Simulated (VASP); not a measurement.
# K2S (Fm-3m) in VASP: settings compared, part 3 of 3

VASP 6.6.1. The steps go on from the part before.

## (5) Single point, r2SCAN

This run uses another cell than the first one, of 33.84 Å³/atom, 0.923 times its volume.

POSCAR

```
K2S
1.0
    0.0000000000      3.7027568457      3.7027568457
    3.7027568457      0.0000000000      3.7027568457
    3.7027568457      3.7027568457      0.0000000000
S K
1 2
Direct
    0.0000000000      0.0000000000      0.0000000000
    0.2500000000      0.2500000000      0.2500000000
    0.7500000000      0.7500000000      0.7500000000
```

INCAR.step1

```
ALGO     = Normal         # electronic algorithm
EDIFF    = 1E-5           # SCF threshold, eV
ENCUT    = 550            # plane-wave cutoff, eV
GGA      = PE             # functional
GGA_COMPAT= False        
ISMEAR   = 0              # smearing method
LASPH    = True           # aspherical terms in the spheres
LCHARG   = False          # write CHGCAR
LREAL    = False          # projectors in reciprocal space
LWAVE    = True           # write WAVECAR
NBANDS   = 19             # bands
NELM     = 120            # most SCF steps
PREC     = Accurate       # precision mode
SIGMA    = 0.01           # smearing width, eV
```

INCAR.step2

```
ALGO     = Normal         # electronic algorithm
EDIFF    = 1E-6           # SCF threshold, eV
ENCUT    = 550            # plane-wave cutoff, eV
GGA_COMPAT= False        
ISIF     = 2              # what is computed and relaxed
ISMEAR   = 0              # smearing method
ISTART   = 1            
LASPH    = True           # aspherical terms in the spheres
LCHARG   = False          # write CHGCAR
LMIXTAU  = True         
LREAL    = False          # projectors in reciprocal space
LWAVE    = False          # write WAVECAR
METAGGA  = R2SCAN         # meta-GGA
NBANDS   = 19             # bands
NELM     = 120            # most SCF steps
PREC     = Accurate       # precision mode
SIGMA    = 0.01           # smearing width, eV
```

KPOINTS

```
k-points
0
Gamma
  6 6 6
```

Potentials or basis: VASP PAW PBE potentials, release 64 (S, K_sv).

Started as:

```
$ cat potpaw_PBE.64/S/POTCAR potpaw_PBE.64/K_sv/POTCAR > POTCAR
$ cp INCAR.step1 INCAR
$ mpirun -np 1 vasp_std > vasp.out
$ cp INCAR.step2 INCAR
$ mpirun -np 1 vasp_std > vasp.out
```

OUTCAR:

```text
EDIFF = 1E-6
   ENCUT = 550
   ISIF = 2
   ISMEAR = 0
   ISTART = 1
   LASPH = True
   LREAL = False
   METAGGA = R2SCAN
   NELM = 120
   PREC = Accurate

 ion  position               nearest neighbor table
   1  0.000  0.000  0.000-   3 3.21   3 3.21   3 3.21   2 3.21   3 3.21   2 3.21   2 3.21   2 3.21

   2  0.250  0.250  0.250-   1 3.21   1 3.21   1 3.21   1 3.21   3 3.70   3 3.70   3 3.70   3 3.70
                             3 3.70   3 3.70
   3  0.750  0.750  0.750-   1 3.21   1 3.21   1 3.21   1 3.21   2 3.70   2 3.70   2 3.70   2 3.70
                             2 3.70   2 3.70

  LATTYP: Found a face centered cubic cell.
 ALAT       =     7.4055136914

  Lattice vectors:

 A1 = (   0.0000000000,   3.7027568457,   3.7027568457)
 A2 = (   3.7027568457,   0.0000000000,   3.7027568457)
 A3 = (   3.7027568457,   3.7027568457,   0.0000000000)

Analysis of symmetry for initial positions (statically):
=====================================================================
[... 161 lines left out ...]
  free energy    TOTEN  =       -23.81364895 eV

  energy without entropy =      -23.81364895  energy(sigma->0) =      -23.81364895

 E-fermi :  -0.5293     XC(G=0):  -7.7101

 val. band max:       -0.6097178053   @ k =   0.5000   0.5000   0.0000
 cond. band min:       2.1497751665   @ k =   0.0000   0.0000   0.0000
 fundamental gap:      2.7594929718
 Fermi energy:        -0.5293235680

 k-point     1 :       0.0000    0.0000    0.0000
  band No.  band energies     occupation
      1     -31.0672      2.00000
      2     -30.9873      2.00000
      3     -13.8863      2.00000
      4     -13.8863      2.00000
      5     -13.8863      2.00000
      6     -13.6553      2.00000
[... 329 lines left out ...]
      6     -13.7036      2.00000
[... 11 lines left out ...]
     18       7.4860      0.00000
     19       7.9080      0.00000

------------------------ aborting loop because EDIFF is reached ----------------------------------------

  FORCE on cell =-STRESS in cart. coord.  units (eV):
  Direction    XX          YY          ZZ          XY          YZ          ZX
  --------------------------------------------------------------------------------------
  -------------------------------------------------------------------------------------
  Total        0.0121087      0.0121087      0.0121087     -0.0000000      0.0000000     -0.0000000
  in kB        0.1910746      0.1910746      0.1910746     -0.0000000      0.0000000     -0.0000000
  external PRESSURE =       0.1910746 kB  Pullay stress =       0.0000000 kB

 VOLUME and BASIS-vectors are now :
 -----------------------------------------------------------------------------
  energy-cutoff  :      550.00
  volume of cell :      101.53
      direct lattice vectors                 reciprocal lattice vectors
     0.000000000  3.702756846  3.702756846    -0.135034522  0.135034522  0.135034522
     3.702756846  0.000000000  3.702756846     0.135034522 -0.135034522  0.135034522
     3.702756846  3.702756846  0.000000000     0.135034522  0.135034522 -0.135034522

 POSITION                                       TOTAL-FORCE (eV/Angst)
 -----------------------------------------------------------------------------------
      0.00000      0.00000      0.00000         0.000000      0.000000      0.000000
      1.85138      1.85138      1.85138        -0.000000     -0.000000     -0.000000
      5.55414      5.55414      5.55414         0.000000      0.000000      0.000000
 -----------------------------------------------------------------------------------
    total drift:                               -0.000000     -0.000000      0.000000

  FREE ENERGIE OF THE ION-ELECTRON SYSTEM (eV)
  ---------------------------------------------------
  free  energy   TOTEN  =       -23.8136489534 eV

  energy  without entropy=      -23.8136489534  energy(sigma->0) =      -23.81364895
```

OUTCAR.step1:

```text
EDIFF = 1E-5
   ENCUT = 550
   GGA = PE
   ISMEAR = 0
[... 569 lines left out ...]
      0.00000      0.00000      0.00000        -0.000000      0.000000      0.000000
      1.85138      1.85138      1.85138         0.000000     -0.000000      0.000000
      5.55414      5.55414      5.55414        -0.000000     -0.000000     -0.000000
 -----------------------------------------------------------------------------------
    total drift:                               -0.000000     -0.000000      0.000000

  FREE ENERGIE OF THE ION-ELECTRON SYSTEM (eV)
  ---------------------------------------------------
  free  energy   TOTEN  =        -9.4168775691 eV

  energy  without entropy=       -9.4168775691  energy(sigma->0) =       -9.41687757
```

It took 94 s on 1 thread of AMD EPYC 9R45 (Zen 5), shared host; peak memory 0.22 GiB.

Results:

- Free energy: -23.8136 eV
- Pressure: 0.0 GPa
- Band gap on the k mesh: 2.76 eV, indirect (least direct gap 2.95 eV)

Caveat: the PAW data sets were made with another functional, which shifts forces and pressure a little. r2SCAN opens gaps a little over a GGA but as a rule still falls short of measured ones.

## (6) Summary

| level | cell | cutoff (eV) | gap on the mesh (eV) | pressure (GPa) |
| --- | --- | --- | --- | --- |
| PBE | a = 5.378 Å, angles 60.0°, 3 atoms | 500 | 2.18 | -0.9 |
| r2SCAN | a = 5.130 Å, angles 60.0°, 3 atoms | 550 | 2.91 | 1.5 |
| r2SCAN | a = 5.184 Å, angles 60.0°, 3 atoms | 550 | 2.83 | 0.7 |
| r2SCAN | a = 5.236 Å, angles 60.0°, 3 atoms | 550 | 2.76 | 0.0 |

Alike in all rows: task single point; potentials or basis VASP PAW PBE potentials, release 64 (S, K_sv); no spin polarisation; k mesh 6 × 6 × 6; smearing gaussian 0.01 eV.

Caveats: the PAW data sets were made with another functional, which shifts forces and pressure a little (some runs).

Total energies depend on the potentials used, so only differences within one code and one set of settings carry meaning.
